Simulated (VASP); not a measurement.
# CdTe: single point with r2SCAN

Crystal: CdTe.

```xyz
2
Lattice="0.0000 3.2472 3.2472 3.2472 0.0000 3.2472 3.2472 3.2472 0.0000" Properties=species:S:1:pos:R:3 pbc="T T T"
Cd    0.0000    0.0000    0.0000
Te    1.6236    1.6236    1.6236
```

This cell differs from its parent crystal: strain -1.0%.

| Item | Value |
| --- | --- |
| Program | VASP 6.6.1 |
| Task | single point |
| Functional | r2SCAN |
| Potentials or basis | VASP PAW PBE potentials, release 64 (Cd, Te) |
| Cutoff | 520 eV |
| k mesh | 6 × 6 × 6 |
| Occupations | gaussian, width 0.01 eV |
| Spin | no spin polarisation |
| Dipole correction | no |
| Further INCAR settings | ALGO = Normal; EDIFF = 1e-07; NBANDS = 16 |

The pressure is 1.4 GPa. The band gap on the k mesh is 1.25 eV, direct.

Levels at points of the mesh, in eV from the valence-band top:
| k point | band 6 | band 7 | band 8 | band 9 | band 10 | band 11 | band 12 | band 13 |
| --- | --- | --- | --- | --- | --- | --- | --- | --- |
| (0.00, 0.00, 0.00) | -8.26 | 0.00 | 0.00 | 0.00 | 1.25 | 5.03 | 5.03 | 5.03 |
| (0.50, 0.00, 0.00) | -7.89 | -4.46 | -0.78 | -0.78 | 2.23 | 5.59 | 5.59 | 7.41 |
| (0.50, 0.50, 0.00) | -7.74 | -4.32 | -1.89 | -1.89 | 2.89 | 2.98 | 9.43 | 9.79 |

Wall time 70 s on 1 thread of Intel(R) Xeon(R) Platinum 8559C (Emerald Rapids), with other jobs on the host, peak memory 0.22 GiB.

Caveat: the cell differs from its parent crystal (strain -1.0%); the PAW data sets were made with another functional, which shifts forces and pressure a little; spin-orbit coupling is left out, which moves the levels of the heavy elements.
